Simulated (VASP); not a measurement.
# KBr (P6_3/mmc) in VASP: further runs

Aim: see how the results for KBr move with the level of theory and the settings. Levels: r2SCAN, PBE. Tasks: single point.

Everything below comes from runs of VASP 6.6.1. Logs are shortened: lines on timing, memory, paths and dates and some standing lists are left out, and cuts for length are marked.

## Step 1: The cell of the first run

Symmetry: P6_3/mmc, No. 194, hexagonal system. Conventional cell: a = 5.619 Å, b = 5.619 Å, c = 6.554 Å, α = 90.00°, β = 90.00°, γ = 120.00°. K (site symmetry -6m2) has 5 Br at 3.24 to 3.28 Å within 4.3 Å. Br (site symmetry -6m2) has 5 K at 3.24 to 3.28 Å within 4.3 Å.

## Step 2: Single point, r2SCAN

Contents of POSCAR:

```
KBr
1.0
    5.6185814494      0.0000000000      0.0000000000
   -2.8092907247      4.8658342684      0.0000000000
    0.0000000000      0.0000000000      6.5538300027
K Br
2 2
Direct
    0.3333333333      0.6666666667     -0.0625000000
    0.6666666667      0.3333333333      0.4375000000
    0.3333333333      0.6666666667      0.4375000000
    0.6666666667      0.3333333333      0.9375000000
```

Contents of INCAR.step1:

```
SYSTEM = KBr
  ALGO = Normal
  EDIFF = 1E-4
  ENCUT = 520
  GGA = PE
  ISMEAR = 0
  LASPH = .True.
  LCHARG = .False.
  LREAL = .False.
  LWAVE = .True.
  NBANDS = 24
  NELM = 100
  PREC = Accurate
  SIGMA = 0.01
```

Contents of INCAR.step2:

```
SYSTEM = KBr
  ALGO = Normal
  EDIFF = 1E-6
  ENCUT = 520
  ISIF = 2
  ISMEAR = 0
  ISTART = 1
  LASPH = .True.
  LCHARG = .False.
  LMIXTAU = .True.
  LREAL = .False.
  LWAVE = .False.
  METAGGA = R2SCAN
  NBANDS = 24
  NELM = 100
  PREC = Accurate
  SIGMA = 0.01
```

Contents of KPOINTS:

```
k-points
0
Gamma
  6 6 4
  0 0 0
```

Potentials or basis: VASP PAW PBE potentials, release 64 (K_sv, Br).

On the command line:

```bash
> cat potpaw_PBE.64/K_sv/POTCAR potpaw_PBE.64/Br/POTCAR > POTCAR
> cp INCAR.step1 INCAR
> mpirun -np 1 vasp_std > vasp.out
> cp INCAR.step2 INCAR
> mpirun -np 1 vasp_std > vasp.out
```

OUTCAR:

```text
SYSTEM = KBr
   EDIFF = 1E-6
   ENCUT = 520
   ISIF = 2
   ISMEAR = 0
   ISTART = 1
   LASPH = .True.
   LREAL = .False.
   METAGGA = R2SCAN
   NELM = 100
   PREC = Accurate

 ion  position               nearest neighbor table
   1  0.333  0.667  0.938-   4 3.24   4 3.24   4 3.24   3 3.28   3 3.28
   2  0.667  0.333  0.438-   3 3.24   3 3.24   3 3.24   4 3.28   4 3.28
   3  0.333  0.667  0.438-   2 3.24   2 3.24   2 3.24   1 3.28   1 3.28
   4  0.667  0.333  0.938-   1 3.24   1 3.24   1 3.24   2 3.28   2 3.28

  LATTYP: Found a hexagonal cell.
 ALAT       =     5.6185814494
 C/A-ratio  =     1.1664563488

  Lattice vectors:

 A1 = (   5.6185814494,   0.0000000000,   0.0000000000)
 A2 = (  -2.8092907247,   4.8658342684,   0.0000000000)
 A3 = (   0.0000000000,   0.0000000000,   6.5538300027)

Analysis of symmetry for initial positions (statically):
=====================================================================
 Subroutine PRICEL returns:
 Original cell was already a primitive cell.

 Routine SETGRP: Setting up the symmetry group for a
 hexagonal supercell.

 Subroutine GETGRP returns: Found 24 space group operations
 (whereof  6 operations were pure point group operations)
 out of a pool of 24 trial point group operations.

The static configuration has the point symmetry C_3v.
 The point group associated with its full space group is D_6h.

Analysis of symmetry for dynamics (positions and initial velocities):
=====================================================================
 Subroutine PRICEL returns:
 Original cell was already a primitive cell.

 Routine SETGRP: Setting up the symmetry group for a
 hexagonal supercell.

 Subroutine GETGRP returns: Found 24 space group operations
 (whereof  6 operations were pure point group operations)
 out of a pool of 24 trial point group operations.

The dynamic configuration has the point symmetry C_3v.
 The point group associated with its full space group is D_6h.

 Subroutine INISYM returns: Found 24 space group operations
 (whereof  6 operations are pure point group operations),
 and found     1 'primitive' translations

----------------------------------------------------------------------------------------

                                     Primitive cell

  volume of cell :     179.1757

  direct lattice vectors                    reciprocal lattice vectors
     5.618581449  0.000000000  0.000000000     0.177980867  0.102757302  0.000000000
    -2.809290725  4.865834268  0.000000000     0.000000000  0.205514603  0.000000000
     0.000000000  0.000000000  6.553830003     0.000000000  0.000000000  0.152582536

  length of vectors
     5.618581449  5.618581449  6.553830003     0.205514603  0.205514603  0.152582536

  position of ions in fractional coordinates (direct lattice)
     0.333333333  0.666666667  0.937500000
     0.666666667  0.333333333  0.437500000
     0.333333333  0.666666667  0.437500000
     0.666666667  0.333333333  0.937500000

  ion indices of the primitive-cell ions
   primitive index   ion index
                 1           1
                 2           2
                 3           3
                 4           4

----------------------------------------------------------------------------------------

 KPOINTS: k-points

Automatic generation of k-mesh.
 Grid dimensions read from file:
 generate k-points for:    6    6    4

 Generating k-lattice:

  Cartesian coordinates                     Fractional coordinates (reciprocal lattice)
     0.029663478  0.017126217  0.000000000     0.166666667  0.000000000  0.000000000
     0.000000000  0.034252434  0.000000000     0.000000000  0.166666667  0.000000000
     0.000000000  0.000000000  0.038145634     0.000000000  0.000000000  0.250000000

  Length of vectors
     0.034252434  0.034252434  0.038145634

  Shift w.r.t. Gamma in fractional coordinates (k-lattice)
     0.000000000  0.000000000  0.000000000

 Subroutine IBZKPT returns following result:
 ===========================================

 Found     21 irreducible k-points:

 Following reciprocal coordinates:
            Coordinates               Weight
  0.000000  0.000000  0.000000      1.000000
  0.166667  0.000000  0.000000      6.000000
  0.333333 -0.000000  0.000000      6.000000
  0.500000  0.000000  0.000000      3.000000
  0.166667  0.166667  0.000000      6.000000
  0.333333  0.166667  0.000000     12.000000
[... 13 lines left out ...]
  0.333333  0.166667  0.500000     12.000000
  0.333333  0.333333  0.500000      2.000000
   k-points           NKPTS =     21   k-points in BZ     NKDIM =     21   number of bands    NBANDS=     24
   number of dos      NEDOS =    301   number of ions     NIONS =      4
   total plane-waves  NPLWV =  88200
   dimension x,y,z NGX =    42 NGY =   42 NGZ =   50
   dimension x,y,z NGXF=    84 NGYF=   84 NGZF=  100
   ions per type =               2   2
   NGX,Y,Z   is equivalent  to a cutoff of  12.43, 12.43, 12.68 a.u.
   NGXF,Y,Z  is equivalent  to a cutoff of  24.85, 24.85, 25.37 a.u.
 SYSTEM =  KBr
   PREC   = accura    normal or accurate (medium, high low for compatibility)
   ISTART =      1    job   : 0-new  1-cont  2-samecut
   ICHARG =      0    charge: 1-file 2-atom 10-const
   ISPIN  =      1    spin polarized calculation?
   LNONCOLLINEAR =      F non collinear calculations
   LSORBIT =      F    spin-orbit coupling
   LASPH  =      T    aspherical Exc in radial PAW
   ENCUT  =  520.0 eV  38.22 Ry    6.18 a.u.  10.45 10.45 12.19*2*pi/ulx,y,z
   NELM   =    100;   NELMIN=  2; NELMDL=  0     # of ELM steps
   EDIFF  = 0.1E-05   stopping-criterion for ELM
   LREAL  =      F    real-space projection
   EDIFFG = 0.1E-04   stopping-criterion for IOM
   NSW    =      0    number of steps for IOM
   IBRION =     -1    ionic relax: 0-MD 1-quasi-New 2-CG
   NFREE  =      0    steps in history (QN), initial steepest desc. (CG)
   ISIF   =      2    stress and relaxation
   ISYM   =      2    0-nonsym 1-usesym 2-fastsym
   POTIM  = 0.5000    time-step for ionic-motion
   TEBEG  =    0.0;   TEEND  =   0.0 temperature during run
   PSTRESS=    0.0 pullay stress
   NELECT =      32.0000    total number of electrons
   NUPDOWN=      -1.0000    fix difference up-down
   EMIN   =  10.00;   EMAX   =-10.00  energy-range for DOS
   EFERMI =   0.00;   METHOD = LEGACY
   ISMEAR =     0;   SIGMA  =   0.01  broadening in eV -4-tet -1-fermi 0-gaus
   EFERMI_NEDOS =   21; number of points for ismear=-14 and -15
   IALGO  =     38    algorithm
   IMIX   =      4    mixing-type and parameters
     AMIX     =   0.40;   BMIX     =  1.00
     AMIX_MAG =   1.60;   BMIX_MAG =  1.00
  volume/ion in A,a.u.               =      44.79       302.28
  Fermi-wavevector in a.u.,A,eV,Ry     =   0.921931  1.742197 11.564365  0.849957
  Thomas-Fermi vector in A             =   2.047402
   LORBIT       =      0    0 simple, 1 ext, 2 COOP (PROOUT), +10 PAW based schemes
   METAGGA = R2SCAN    functional components
   LHFCALC =     F    Hartree Fock is set to
   AEXX    =    0.0000 exact exchange contribution
   IVDW    =     0    specifies the selected vdW correction
   LEPSILON=     F    determine dielectric tensor
   LRPA    =     F    only Hartree local field effects (RPA)
 non-spin polarized calculation
 Gauss-broadening in eV      SIGMA  =   0.01
  energy-cutoff  :      520.00
  volume of cell :      179.18
 maximum number of plane-waves:      4860
 NGX is ok and might be reduce to    42
   NGX = 21   NGY = 21   NGZ = 25

 number of electron      32.0000003 magnetization

 Free energy of the ion-electron system (eV)
  ---------------------------------------------------
  ext. energy  EPLUGINS =         0.00000000
  ---------------------------------------------------
  free energy    TOTEN  =       -46.22827365 eV

  energy without entropy =      -46.22827365  energy(sigma->0) =      -46.22827365

 E-fermi :  -2.7874     XC(G=0):  -6.6359

 val. band max:       -2.9218705328   @ k =   0.0000   0.0000   0.0000
 cond. band min:       1.8439099484   @ k =   0.0000   0.0000   0.0000
 fundamental gap:      4.7657804812
 Fermi energy:        -2.7874474539

 k-point     1 :       0.0000    0.0000    0.0000
  band No.  band energies     occupation
      1     -31.9594      2.00000
      2     -31.9531      2.00000
      3     -15.5813      2.00000
      4     -15.4942      2.00000
      5     -14.7289      2.00000
      6     -14.7133      2.00000
[... 16 lines left out ...]
     23       6.0445      0.00000
     24       6.4436      0.00000

 k-point     2 :       0.1667    0.0000    0.0000
  band No.  band energies     occupation
      1     -31.9589      2.00000
      2     -31.9534      2.00000
      3     -15.6130      2.00000
      4     -15.5414      2.00000
      5     -14.7241      2.00000
      6     -14.7158      2.00000
[... 16 lines left out ...]
     23       6.0639      0.00000
     24       6.3464      0.00000

 k-point     3 :       0.3333   -0.0000    0.0000
  band No.  band energies     occupation
      1     -31.9577      2.00000
      2     -31.9541      2.00000
      3     -15.6666      2.00000
      4     -15.6251      2.00000
      5     -14.7206      2.00000
      6     -14.7121      2.00000
[... 16 lines left out ...]
     23       6.1595      0.00000
     24       6.3803      0.00000

 k-point     4 :       0.5000    0.0000    0.0000
  band No.  band energies     occupation
      1     -31.9568      2.00000
      2     -31.9548      2.00000
      3     -15.6871      2.00000
      4     -15.6657      2.00000
      5     -14.7229      2.00000
      6     -14.7026      2.00000
[... 16 lines left out ...]
     23       6.2029      0.00000
     24       6.7136      0.00000

 k-point     5 :       0.1667    0.1667    0.0000
  band No.  band energies     occupation
      1     -31.9581      2.00000
      2     -31.9539      2.00000
      3     -15.6544      2.00000
      4     -15.6048      2.00000
      5     -14.7206      2.00000
      6     -14.7156      2.00000
[... 16 lines left out ...]
     23       6.2625      0.00000
     24       6.2909      0.00000

 k-point     6 :       0.3333    0.1667    0.0000
  band No.  band energies     occupation
      1     -31.9568      2.00000
      2     -31.9548      2.00000
      3     -15.6874      2.00000
      4     -15.6649      2.00000
      5     -14.7261      2.00000
      6     -14.7026      2.00000
[... 16 lines left out ...]
     23       6.3150      0.00000
     24       6.5110      0.00000
[... 298 lines left out ...]
 k-point    18 :       0.5000    0.0000    0.5000
  band No.  band energies     occupation
      1     -31.9557      2.00000
      2     -31.9557      2.00000
      3     -15.7713      2.00000
      4     -15.7713      2.00000
      5     -14.7033      2.00000
      6     -14.7033      2.00000
[... 16 lines left out ...]
     23       6.3365      0.00000
     24       6.3365      0.00000

 k-point    19 :       0.1667    0.1667    0.5000
  band No.  band energies     occupation
      1     -31.9559      2.00000
      2     -31.9559      2.00000
      3     -15.7320      2.00000
      4     -15.7320      2.00000
      5     -14.7023      2.00000
      6     -14.7023      2.00000
[... 16 lines left out ...]
     23       6.5357      0.00000
     24       6.5357      0.00000

 k-point    20 :       0.3333    0.1667    0.5000
  band No.  band energies     occupation
      1     -31.9557      2.00000
      2     -31.9557      2.00000
      3     -15.7710      2.00000
      4     -15.7710      2.00000
      5     -14.7055      2.00000
      6     -14.7055      2.00000
[... 16 lines left out ...]
     23       6.3422      0.00000
     24       6.3422      0.00000

 k-point    21 :       0.3333    0.3333    0.5000
  band No.  band energies     occupation
      1     -31.9557      2.00000
      2     -31.9557      2.00000
      3     -15.7832      2.00000
      4     -15.7832      2.00000
      5     -14.7083      2.00000
      6     -14.7083      2.00000
[... 16 lines left out ...]
     23       6.4506      0.00000
     24       6.4506      0.00000

------------------------ aborting loop because EDIFF is reached ----------------------------------------

  FORCE on cell =-STRESS in cart. coord.  units (eV):
  Direction    XX          YY          ZZ          XY          YZ          ZX
  --------------------------------------------------------------------------------------
  -------------------------------------------------------------------------------------
  Total        0.0080908      0.0080908      0.0146931      0.0000000      0.0000000      0.0000000
  in kB        0.0723476      0.0723476      0.1313850      0.0000000      0.0000000      0.0000000
  external PRESSURE =       0.0920267 kB  Pullay stress =       0.0000000 kB

 VOLUME and BASIS-vectors are now :
 -----------------------------------------------------------------------------
  energy-cutoff  :      520.00
  volume of cell :      179.18
      direct lattice vectors                 reciprocal lattice vectors
     5.618581449  0.000000000  0.000000000     0.177980867  0.102757302  0.000000000
    -2.809290725  4.865834268  0.000000000     0.000000000  0.205514603  0.000000000
     0.000000000  0.000000000  6.553830003     0.000000000  0.000000000  0.152582536

 POSITION                                       TOTAL-FORCE (eV/Angst)
 -----------------------------------------------------------------------------------
     -0.00000      3.24389      6.14422         0.000000      0.000000     -0.000000
      2.80929      1.62194      2.86730        -0.000000     -0.000000      0.000000
     -0.00000      3.24389      2.86730         0.000000      0.000000      0.000000
      2.80929      1.62194      6.14422         0.000000     -0.000000      0.000000
 -----------------------------------------------------------------------------------
    total drift:                               -0.000000      0.000000     -0.000425

  FREE ENERGIE OF THE ION-ELECTRON SYSTEM (eV)
  ---------------------------------------------------
  free  energy   TOTEN  =       -46.2282736483 eV

  energy  without entropy=      -46.2282736483  energy(sigma->0) =      -46.22827365
```

Wall time 2.7 min (1 thread of Intel Xeon 6975P-C (Granite Rapids), shared host); peak memory 0.35 GiB.

What came out:

- Free energy: -46.2283 eV
- Pressure: 0.0 GPa
- Band gap on the k mesh: 4.77 eV

Levels at points of the mesh, in eV from the valence-band top:
| k point | band 14 | band 15 | band 16 | band 17 | band 18 | band 19 |
| --- | --- | --- | --- | --- | --- | --- |
| (0.00, 0.00, 0.00) | -0.29 | -0.29 | 0.00 | 4.77 | 7.83 | 8.08 |
| (0.50, 0.00, 0.00) | -0.45 | -0.25 | -0.15 | 6.46 | 7.19 | 7.21 |
| (0.00, 0.00, 0.50) | -0.40 | -0.40 | -0.40 | 6.03 | 6.03 | 9.08 |
| (0.50, 0.00, 0.50) | -0.35 | -0.27 | -0.27 | 6.76 | 6.76 | 8.61 |

Caveat: the structure was generated, so it needn't be the stable form of KBr; the PAW data sets were made with another functional, which shifts forces and pressure a little. A k mesh can miss the band edges.

## Step 3: Single point, PBE, non-collinear spin, zero start, spin-orbit coupling

Contents of INCAR:

```
ALGO     = Normal         # electronic algorithm
EDIFF    = 1E-6           # SCF threshold, eV
ENCUT    = 520            # plane-wave cutoff, eV
GGA      = PE             # functional
GGA_COMPAT= False        
ISIF     = 2              # what is computed and relaxed
ISMEAR   = 0              # smearing method
LASPH    = True           # aspherical terms in the spheres
LCHARG   = False          # write CHGCAR
LORBIT   = 11             # projections on sites
LORBMOM  = True         
LREAL    = False          # projectors in reciprocal space
LSORBIT  = True           # spin-orbit coupling
LWAVE    = False          # write WAVECAR
MAGMOM   = 0 0 0 0 0 0 0 0 0 0 0 0 # initial moments
NBANDS   = 46             # bands
NELM     = 150            # most SCF steps
PREC     = Accurate       # precision mode
SIGMA    = 0.01           # smearing width, eV
```

Contents of KPOINTS:

```
k-points
0
Gamma
  6 6 2
```

POSCAR is that of step 2.

Potentials or basis: VASP PAW PBE potentials, release 64 (K_sv, Br).

On the command line:

```bash
> cat potpaw_PBE.64/K_sv/POTCAR potpaw_PBE.64/Br/POTCAR > POTCAR
> mpirun -np 1 vasp_ncl > vasp.out
```

Run time: 2.9 min. Hardware: 1 thread of Intel Xeon 6975P-C (Granite Rapids), shared host; peak memory 0.7 GiB.

The run converged. Its results:

```
Free energy                                           : -12.3270 eV
Pressure                                              : 0.4 GPa
Net moment                                            : 0.00 μB per cell
Valence electrons inside the program's atomic spheres : K 7.56; Br 4.90
```

Stress tensor (GPa, compression positive):
```
0.36 0.00 0.00
0.00 0.36 0.00
0.00 0.00 0.60
```

Moments on the atoms (μB; x, y, z):
```
K   0.00 0.00 0.00
K   0.00 0.00 0.00
Br  0.00 0.00 0.00
Br  0.00 0.00 0.00
```

Caveat: the k points lie up to 0.48 Å⁻¹ apart; the structure was generated, so it needn't be the stable form of KBr.
